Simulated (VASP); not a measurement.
Here is a VASP 6.6.1 calculation.

The input INCAR:

```
  ALGO = Normal
  EDIFF = 1E-6
  ENCUT = 520
  ISIF = 2
  ISMEAR = 0
  LASPH = True
  LCHARG = False
  LREAL = False
  LWAVE = False
  NBANDS = 21
  NELM = 60
  PREC = Accurate
  SIGMA = 0.15
```

Contents of KPOINTS:

```
k-points
0
Gamma
  14 14 14
```

Contents of POSCAR:

```
Ge
1.0
    0.0000000000      2.8109115346      2.8859628726
    2.8109115346      0.0000000000      2.8859628726
    2.8109115346      2.8109115346      0.0000000000
Ge
2
Direct
    0.5000000000      0.5000000000      0.5000000000
    0.7500000000      0.7500000000      0.7500000000
```

Potentials or basis: VASP PAW LDA potentials, release 64 (Ge_d).

The run is started by

```sh
$ cat potpaw_LDA.64/Ge_d/POTCAR > POTCAR
$ mpirun -np 1 vasp_std > vasp.out
```

(1) Predict the band gap on the k mesh.

(2) What does it give for the pressure?

Answers

(1) zero (band 14 reaches 4.72 eV, above the bottom of band 15 at 4.68 eV).

(2) -1.6 GPa.

Caveat: the cell differs from its parent crystal (engineering shear strain xy +0.0000, normal strain along z +0.0267).
